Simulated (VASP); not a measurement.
A run of VASP 6.6.1 is set up as follows.

Contents of INCAR:

```
ALGO     = Normal         # electronic algorithm
EDIFF    = 1E-7           # SCF threshold, eV
ENCUT    = 520            # plane-wave cutoff, eV
GGA      = PE             # functional
ISIF     = 2              # what is computed and relaxed
ISMEAR   = 0              # smearing method
LASPH    = T              # aspherical terms in the spheres
LCHARG   = F              # write CHGCAR
LREAL    = F              # projectors in reciprocal space
LWAVE    = F              # write WAVECAR
NBANDS   = 15             # bands
NELM     = 100            # most SCF steps
PREC     = Accurate       # precision mode
SIGMA    = 0.02           # smearing width, eV
```

KPOINTS

```
k-points
0
Gamma
  10 10 10
```

The input POSCAR:

```
SiO2
1.0
   -1.2620435619      2.5795825611      2.6506853670
    1.2620435619     -2.5795825611      2.6506853670
    1.2620435619      2.5795825611     -2.6506853670
Si O
1 2
Direct
    0.5000000000      0.0000000000      0.5000000000
    0.2843604555      0.2843604555      0.0000000000
    0.7156395445      0.7156395445      0.0000000000
```

Potentials or basis: VASP PAW PBE potentials, release 64 (Si, O).

Run with:

```sh
$ cat potpaw_PBE.64/Si/POTCAR potpaw_PBE.64/O/POTCAR > POTCAR
$ mpirun -np 1 vasp_std > vasp.out
```

Problem. Predict the band gap on the k mesh.

Solution. 3.00 eV, indirect (least direct gap 3.60 eV).

Problem. What does it give for the pressure?

Solution. 0.5 GPa.

Problem. Predict the largest force.

Solution. 0.067 eV/Å.

Forces in eV/Å, atoms in the order of the input:
```
Si   0.000  0.000  0.000
O    0.000  0.000 -0.067
O    0.000  0.000  0.067
```

A k mesh can miss the band edges.
